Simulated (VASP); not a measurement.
Wanted: the native input for a VASP 6.6.1 run.

| Property | Result |
| --- | --- |
| Task | single point |
| Functional | LDA |
| Potentials or basis | VASP PAW LDA potentials, release 64 (Mg) |
| Cutoff | 520 eV |
| k mesh | 9 × 9 × 9 |
| Occupations | fermi-dirac, width 0.15 eV |
| Spin | no spin polarisation |
| Dipole correction | no |
| Further INCAR settings | ALGO = Normal; EDIFF = 1e-07; NBANDS = 7 |

The structure of Mg lies in POSCAR:

```
Mg
1.0
   -1.4941414311      1.4592497784      1.4742746532
    1.4493263728     -1.4516125497      1.4218123829
    1.4894692441      1.4469303795     -1.4666274412
Mg
1
Direct
    0.0000000000      0.0000000000      0.0000000000
```

These files were run (other wordings do the same):

INCAR

```
ALGO = Normal
EDIFF = 1E-7
ENCUT = 520
GGA = CA
ISIF = 2
ISMEAR = -1
LASPH = T
LCHARG = F
LREAL = F
LWAVE = F
NBANDS = 7
NELM = 60
PREC = Accurate
SIGMA = 0.15
```

KPOINTS

```
k-points
0
Gamma
  9 9 9
```

Potentials or basis: VASP PAW LDA potentials, release 64 (Mg).

Run with:

```sh
$ cat potpaw_LDA.64/Mg/POTCAR > POTCAR
$ mpirun -np 1 vasp_std > vasp.out
```

Results of the run:

- Pressure: 65.5 GPa
- Band gap on the k mesh: zero (bands 1 and 2 overlap by 3.19 eV)

Caveat: the cell stands under pressure.

It took 32 s on 1 thread of Intel Xeon 8259CL, with other jobs on the host, peak memory 0.14 GiB.
